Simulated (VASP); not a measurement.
# Tl (Cmcm) in VASP: single point with PBE

Aim: the single point of Tl with PBE.

All numbers are computed with VASP 6.6.1; they aren't measurements. Logs are shortened: lines on timing, memory, paths and dates and some standing lists are left out, and cuts for length are marked.

## (1) The cell of the first run

The typed cell holds 2 atoms: a = 3.643 Å, b = 5.490 Å, c = 3.643 Å, α = 90.00°, β = 119.99°, γ = 90.00°.

## (2) Single point, PBE

Contents of INCAR:

```
SYSTEM = Tl
ALGO     = Fast           ! electronic algorithm
EDIFF    = 1E-6           ! SCF threshold, eV
ENCUT    = 520            ! plane-wave cutoff, eV
GGA      = PE             ! functional
ISIF     = 2              ! what is computed and relaxed
ISMEAR   = 0              ! smearing method
LASPH    = .TRUE.         ! aspherical terms in the spheres
LCHARG   = .TRUE.         ! write CHGCAR
LELF     = .TRUE.         ! ELF
LREAL    = .FALSE.        ! projectors in reciprocal space
LVHAR    = .TRUE.       
LWAVE    = .FALSE.        ! write WAVECAR
NBANDS   = 20             ! bands
NELM     = 80             ! most SCF steps
PREC     = Accurate       ! precision mode
SIGMA    = 0.1            ! smearing width, eV
```

Contents of KPOINTS:

```
k-points
0
G
  12 8 12
  0 0 0
```

Contents of POSCAR:

```
Tl
1.0
    3.6426446600      0.0000000000     -0.0041456849
    0.0000000000      5.4895328548      0.0000000000
   -1.8177500838      0.0000000000      3.1576069707
Tl
2
Direct
    0.6665895434      0.2500000000      0.8331830372
    0.3334104566      0.7500000000      0.1668169628
```

Potentials or basis: VASP PAW PBE potentials, release 64 (Tl_d).

On the command line:

```sh
cat potpaw_PBE.64/Tl_d/POTCAR > POTCAR
mpirun -np 1 vasp_std > vasp.out
```

OUTCAR:

```text
SYSTEM = Tl
   EDIFF = 1E-6
   ENCUT = 520
   GGA = PE
   ISIF = 2
   ISMEAR = 0
   LASPH = .TRUE.
   LREAL = .FALSE.
   NELM = 80
   PREC = Accurate

 ion  position               nearest neighbor table
   1  0.667  0.250  0.833-   2 3.46   2 3.46   2 3.46   2 3.46   2 3.46   2 3.46
   2  0.333  0.750  0.167-   1 3.46   1 3.46   1 3.46   1 3.46   1 3.46   1 3.46

  LATTYP: Found a base centered orthorhombic cell.
 ALAT       =     3.6426470191
 B/A-ratio  =     1.7325511551
 C/A-ratio  =     1.5070175139

  Lattice vectors:

 A1 = (  -1.8248945762,   0.0000000000,  -3.1534612858)
 A2 = (  -1.8177500838,   0.0000000000,   3.1576069707)
 A3 = (   0.0000000000,   5.4895328548,   0.0000000000)

Analysis of symmetry for initial positions (statically):
=====================================================================
 Subroutine PRICEL returns:
 Original cell was already a primitive cell.

 Routine SETGRP: Setting up the symmetry group for a
 base centered orthorhombic supercell.

 Subroutine GETGRP returns: Found  8 space group operations
 (whereof  2 operations were pure point group operations)
 out of a pool of  8 trial point group operations.

The static configuration has the point symmetry S_2 .
 The point group associated with its full space group is D_2h.

Analysis of symmetry for dynamics (positions and initial velocities):
=====================================================================
 Subroutine PRICEL returns:
 Original cell was already a primitive cell.

 Routine SETGRP: Setting up the symmetry group for a
 base centered orthorhombic supercell.

 Subroutine GETGRP returns: Found  8 space group operations
 (whereof  2 operations were pure point group operations)
 out of a pool of  8 trial point group operations.

The dynamic configuration has the point symmetry S_2 .
 The point group associated with its full space group is D_2h.

 Subroutine INISYM returns: Found  8 space group operations
 (whereof  2 operations are pure point group operations),
 and found     1 'primitive' translations

----------------------------------------------------------------------------------------

                                     Primitive cell

  volume of cell :      63.0995

  direct lattice vectors                    reciprocal lattice vectors
     3.642644660  0.000000000 -0.004145685     0.274705796  0.000000000  0.158140797
     0.000000000  5.489532855  0.000000000     0.000000000  0.182164863  0.000000000
    -1.817750084  0.000000000  3.157606971     0.000360667  0.000000000  0.316903152

  length of vectors
     3.642647019  5.489532855  3.643445780     0.316972848  0.182164863  0.316903357

  position of ions in fractional coordinates (direct lattice)
     0.666589543  0.250000000  0.833183037
     0.333410457  0.750000000  0.166816963

  ion indices of the primitive-cell ions
   primitive index   ion index
                 1           1
                 2           2

----------------------------------------------------------------------------------------

 KPOINTS: k-points

Automatic generation of k-mesh.
 Grid dimensions read from file:
 generate k-points for:   12    8   12

 Generating k-lattice:

  Cartesian coordinates                     Fractional coordinates (reciprocal lattice)
     0.022892150  0.000000000  0.013178400     0.083333333  0.000000000 -0.000000000
     0.000000000  0.022770608  0.000000000     0.000000000  0.125000000  0.000000000
     0.000030056  0.000000000  0.026408596     0.000000000  0.000000000  0.083333333

  Length of vectors
     0.026414404  0.022770608  0.026408613

  Shift w.r.t. Gamma in fractional coordinates (k-lattice)
     0.000000000  0.000000000  0.000000000

 Subroutine IBZKPT returns following result:
 ===========================================

 Found    215 irreducible k-points:

 Following reciprocal coordinates:
            Coordinates               Weight
  0.000000  0.000000  0.000000      1.000000
  0.083333  0.000000  0.000000      4.000000
  0.166667  0.000000  0.000000      4.000000
  0.250000  0.000000  0.000000      4.000000
  0.333333  0.000000  0.000000      4.000000
  0.416667  0.000000  0.000000      4.000000
[... 16 lines left out ...]
  0.083333  0.375000  0.000000      8.000000
  0.166667  0.375000  0.000000      8.000000
 [... further k-points ...]
   k-points           NKPTS =    215   k-points in BZ     NKDIM =    215   number of bands    NBANDS=     20
   number of dos      NEDOS =    301   number of ions     NIONS =      2
   total plane-waves  NPLWV =  32928
   dimension x,y,z NGX =    28 NGY =   42 NGZ =   28
   dimension x,y,z NGXF=    56 NGYF=   84 NGZF=   56
   ions per type =               2
   NGX,Y,Z   is equivalent  to a cutoff of  12.78, 12.72, 12.78 a.u.
   NGXF,Y,Z  is equivalent  to a cutoff of  25.56, 25.44, 25.55 a.u.
 SYSTEM =  Tl
   PREC   = accura    normal or accurate (medium, high low for compatibility)
   ISTART =      0    job   : 0-new  1-cont  2-samecut
   ICHARG =      2    charge: 1-file 2-atom 10-const
   ISPIN  =      1    spin polarized calculation?
   LNONCOLLINEAR =      F non collinear calculations
   LSORBIT =      F    spin-orbit coupling
   LASPH  =      T    aspherical Exc in radial PAW
   ENCUT  =  520.0 eV  38.22 Ry    6.18 a.u.   6.77 10.21  6.77*2*pi/ulx,y,z
   NELM   =     80;   NELMIN=  2; NELMDL= -5     # of ELM steps
   EDIFF  = 0.1E-05   stopping-criterion for ELM
   LREAL  =      F    real-space projection
   EDIFFG = 0.1E-04   stopping-criterion for IOM
   NSW    =      0    number of steps for IOM
   IBRION =     -1    ionic relax: 0-MD 1-quasi-New 2-CG
   NFREE  =      0    steps in history (QN), initial steepest desc. (CG)
   ISIF   =      2    stress and relaxation
   ISYM   =      2    0-nonsym 1-usesym 2-fastsym
   POTIM  = 0.5000    time-step for ionic-motion
   TEBEG  =    0.0;   TEEND  =   0.0 temperature during run
   PSTRESS=    0.0 pullay stress
   NELECT =      26.0000    total number of electrons
   NUPDOWN=      -1.0000    fix difference up-down
   EMIN   =  10.00;   EMAX   =-10.00  energy-range for DOS
   EFERMI =   0.00;   METHOD = LEGACY
   ISMEAR =     0;   SIGMA  =   0.10  broadening in eV -4-tet -1-fermi 0-gaus
   EFERMI_NEDOS =   21; number of points for ismear=-14 and -15
   IALGO  =     68    algorithm
   IMIX   =      4    mixing-type and parameters
     AMIX     =   0.40;   BMIX     =  1.00
     AMIX_MAG =   1.60;   BMIX_MAG =  1.00
  volume/ion in A,a.u.               =      31.55       212.91
  Fermi-wavevector in a.u.,A,eV,Ry     =   1.218215  2.302093 20.191708  1.484049
  Thomas-Fermi vector in A             =   2.353509
   LORBIT       =      0    0 simple, 1 ext, 2 COOP (PROOUT), +10 PAW based schemes
   GGA     = PE    functional components
   LHFCALC =     F    Hartree Fock is set to
   AEXX    =    0.0000 exact exchange contribution
   IVDW    =     0    specifies the selected vdW correction
   LEPSILON=     F    determine dielectric tensor
   LRPA    =     F    only Hartree local field effects (RPA)
 non-spin polarized calculation
 RMM-DIIS sequential band-by-band and
 Gauss-broadening in eV      SIGMA  =   0.10
  energy-cutoff  :      520.00
  volume of cell :       63.10
 maximum number of plane-waves:      1728
   NGX = 13   NGY = 21   NGZ = 13

 number of electron      25.9999998 magnetization

 Free energy of the ion-electron system (eV)
  ---------------------------------------------------
  ext. energy  EPLUGINS =         0.00000000
  ---------------------------------------------------
  free energy    TOTEN  =        -4.45378416 eV

  energy without entropy =       -4.45118403  energy(sigma->0) =       -4.45248410

 E-fermi :   5.6111     XC(G=0):  -9.7048

 val. band max:        5.5846887094   @ k =   0.2500   0.2500   0.2500
 cond. band min:       5.6411766317   @ k =   0.0000   0.2500   0.0000
 fundamental gap:      0.0564879223
 Fermi energy:         5.6111437377

 k-point     1 :       0.0000    0.0000    0.0000
  band No.  band energies     occupation
      1      -6.0386      2.00000
      2      -5.8588      2.00000
      3      -5.8582      2.00000
      4      -5.8365      2.00000
      5      -5.8357      2.00000
      6      -5.8337      2.00000
[... 12 lines left out ...]
     19      15.2276      0.00000
     20      16.5592      0.00000

 k-point     2 :       0.0833    0.0000    0.0000
  band No.  band energies     occupation
      1      -6.0263      2.00000
      2      -5.8881      2.00000
      3      -5.8470      2.00000
      4      -5.8460      2.00000
      5      -5.8386      2.00000
      6      -5.8083      2.00000
[... 12 lines left out ...]
     19      15.9645      0.00000
     20      16.0386      0.00000

 k-point     3 :       0.1667    0.0000    0.0000
  band No.  band energies     occupation
      1      -6.0173      2.00000
      2      -5.9072      2.00000
      3      -5.8765      2.00000
      4      -5.8743      2.00000
      5      -5.8038      2.00000
      6      -5.7835      2.00000
[... 12 lines left out ...]
     19      14.8203      0.00000
     20      16.9572      0.00000

 k-point     4 :       0.2500    0.0000    0.0000
  band No.  band energies     occupation
      1      -6.0503      2.00000
      2      -5.9245      2.00000
      3      -5.9085      2.00000
      4      -5.9000      2.00000
      5      -5.7849      2.00000
      6      -5.7081      2.00000
[... 12 lines left out ...]
     19      14.3115      0.00000
     20      16.0604      0.00000

 k-point     5 :       0.3333    0.0000    0.0000
  band No.  band energies     occupation
      1      -6.0949      2.00000
      2      -5.9793      2.00000
      3      -5.9401      2.00000
      4      -5.9085      2.00000
      5      -5.7481      2.00000
      6      -5.6670      2.00000
[... 12 lines left out ...]
     19      13.7610      0.00000
     20      15.4349      0.00000
[... 353 lines left out ...]
      6      -5.6421      2.00000
[... 12 lines left out ...]
     19      13.2050      0.00000
     20      14.0180      0.00000

 k-point    22 :       0.0000    0.3750    0.0000
  band No.  band energies     occupation
      1      -5.9570      2.00000
      2      -5.9260      2.00000
      3      -5.9255      2.00000
      4      -5.8837      2.00000
      5      -5.8834      2.00000
      6      -5.8728      2.00000
[... 12 lines left out ...]
     19      15.3922      0.00000
     20      15.4795      0.00000

 k-point    23 :       0.0833    0.3750    0.0000
  band No.  band energies     occupation
      1      -5.9592      2.00000
      2      -5.9309      2.00000
      3      -5.9116      2.00000
      4      -5.8770      2.00000
      5      -5.8669      2.00000
      6      -5.8655      2.00000
[... 12 lines left out ...]
     19      14.9988      0.00000
     20      15.4683      0.00000

 k-point    24 :       0.1667    0.3750    0.0000
  band No.  band energies     occupation
      1      -5.9861      2.00000
      2      -5.9398      2.00000
      3      -5.8767      2.00000
      4      -5.8701      2.00000
      5      -5.8503      2.00000
      6      -5.8163      2.00000
[... 12 lines left out ...]
     19      14.2957      0.00000
     20      15.0783      0.00000

 [... further k-points ...]

------------------------ aborting loop because EDIFF is reached ----------------------------------------

  FORCE on cell =-STRESS in cart. coord.  units (eV):
  Direction    XX          YY          ZZ          XY          YZ          ZX
  --------------------------------------------------------------------------------------
  -------------------------------------------------------------------------------------
  Total       -0.0579211     -0.0515640     -0.0588361      0.0000000      0.0000000     -0.0000007
  in kB       -1.4706917     -1.3092774     -1.4939252      0.0000000      0.0000000     -0.0000174
  external PRESSURE =      -1.4246314 kB  Pullay stress =       0.0000000 kB

 VOLUME and BASIS-vectors are now :
 -----------------------------------------------------------------------------
  energy-cutoff  :      520.00
  volume of cell :       63.10
      direct lattice vectors                 reciprocal lattice vectors
     3.642644660  0.000000000 -0.004145685     0.274705796  0.000000000  0.158140797
     0.000000000  5.489532855  0.000000000     0.000000000  0.182164863  0.000000000
    -1.817750084  0.000000000  3.157606971     0.000360667  0.000000000  0.316903152

 POSITION                                       TOTAL-FORCE (eV/Angst)
 -----------------------------------------------------------------------------------
      0.91363      1.37238      2.62810         0.000000      0.000000      0.000303
      0.91126      4.11715      0.52536        -0.000000      0.000000     -0.000303
 -----------------------------------------------------------------------------------
    total drift:                                0.009141     -0.000000     -0.005299

  FREE ENERGIE OF THE ION-ELECTRON SYSTEM (eV)
  ---------------------------------------------------
  free  energy   TOTEN  =        -4.4537841610 eV

  energy  without entropy=       -4.4511840307  energy(sigma->0) =       -4.45248410
```

Run time: 2.3 min. Hardware: 1 thread of AMD EPYC 7R13 (Zen 3), shared host; peak memory 0.31 GiB.

Results:

```
Free energy            : -4.4538 eV
Pressure               : -0.1 GPa
Band gap on the k mesh : zero (bands 13 and 14 overlap by 5.76 eV)
```

Caveat: spin-orbit coupling is left out, which moves the levels of the heavy elements.
